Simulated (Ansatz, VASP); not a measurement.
## One calculation of Si, two programs

File INCAR:

```
ALGO = Normal ; EDIFF = 1E-6
ENCUT = 500 ; GGA = PE
GGA_COMPAT = False ; ISIF = 2
ISMEAR = 0 ; LASPH = True
LCHARG = False ; LREAL = False
LWAVE = False ; NBANDS = 46
NELM = 120 ; PREC = Accurate
SIGMA = 0.01
```

KPOINTS

```
k-points
0
Gamma
  4 4 4
```

The input POSCAR:

```
Si
1.0
    0.0000000000      5.4271200000      5.4271200000
    5.4271200000      0.0000000000      5.4271200000
    5.4271200000      5.4271200000      0.0000000000
Si
16
Direct
    0.3750000000      0.3750000000      0.3750000000
    0.2500000000      0.2500000000      0.2500000000
    0.3750000000      0.3750000000      0.8750000000
    0.2500000000      0.2500000000      0.7500000000
    0.3750000000      0.8750000000      0.3750000000
    0.2500000000      0.7500000000      0.2500000000
    0.3750000000      0.8750000000      0.8750000000
    0.2500000000      0.7500000000      0.7500000000
    0.8750000000      0.3750000000      0.3750000000
    0.7500000000      0.2500000000      0.2500000000
    0.8750000000      0.3750000000      0.8750000000
    0.7500000000      0.2500000000      0.7500000000
    0.8750000000      0.8750000000      0.3750000000
    0.7500000000      0.7500000000      0.2500000000
    0.8750000000      0.8750000000      0.8750000000
    0.7500000000      0.7500000000      0.7500000000
```

Input for Ansatz:

```yaml
crystal:
  lattice:
    - [0.0, 5.42712, 5.42712]
    - [5.42712, 0.0, 5.42712]
    - [5.42712, 5.42712, 0.0]
  atoms:
    - { symbol: Si, position: [0.375, 0.375, 0.375] }
    - { symbol: Si, position: [0.25, 0.25, 0.25] }
    - { symbol: Si, position: [0.375, 0.375, 0.875] }
    - { symbol: Si, position: [0.25, 0.25, 0.75] }
    - { symbol: Si, position: [0.375, 0.875, 0.375] }
    - { symbol: Si, position: [0.25, 0.75, 0.25] }
    - { symbol: Si, position: [0.375, 0.875, 0.875] }
    - { symbol: Si, position: [0.25, 0.75, 0.75] }
    - { symbol: Si, position: [0.875, 0.375, 0.375] }
    - { symbol: Si, position: [0.75, 0.25, 0.25] }
    - { symbol: Si, position: [0.875, 0.375, 0.875] }
    - { symbol: Si, position: [0.75, 0.25, 0.75] }
    - { symbol: Si, position: [0.875, 0.875, 0.375] }
    - { symbol: Si, position: [0.75, 0.75, 0.25] }
    - { symbol: Si, position: [0.875, 0.875, 0.875] }
    - { symbol: Si, position: [0.75, 0.75, 0.75] }
basis:
  ecutwfc: 420
  ecutrho_ratio: 4
kpoints:
  mp_grid: { grid: [4, 4, 4] }
hamiltonian:
  xc: pbe
scf:
  occupations: { method: fixed }
output:
  forces: true
  stress: false
  eigenvalues: true
  core_levels:
    shells: { Si: "2p" }
    counted_from: valence_top
    eps_inf: [12.417, 12.417, 12.417]
```

Alike in both runs: task single point; functional PBE; k mesh 4 × 4 × 4; no spin polarisation.

|  | VASP | Ansatz |
| --- | --- | --- |
| version | VASP 6.6.1 | Ansatz 0.2.0 |
| potentials or method | VASP PAW PBE potentials, release 64 (Si), cutoff 500 eV | scalar-relativistic, plane waves, PAW |
| occupations | gaussian, width 0.01 eV | fixed |
| valence electrons in the cell | 64 | 64 |

Ansatz gave:

* gap on the k mesh at the Fermi level (eV): 0.61
* least direct gap on the mesh (eV): 0.70

Q: What did VASP give for the same quantities?

A: gap on the k mesh at the Fermi level (eV): 0.61; least direct gap on the mesh (eV): 0.71.
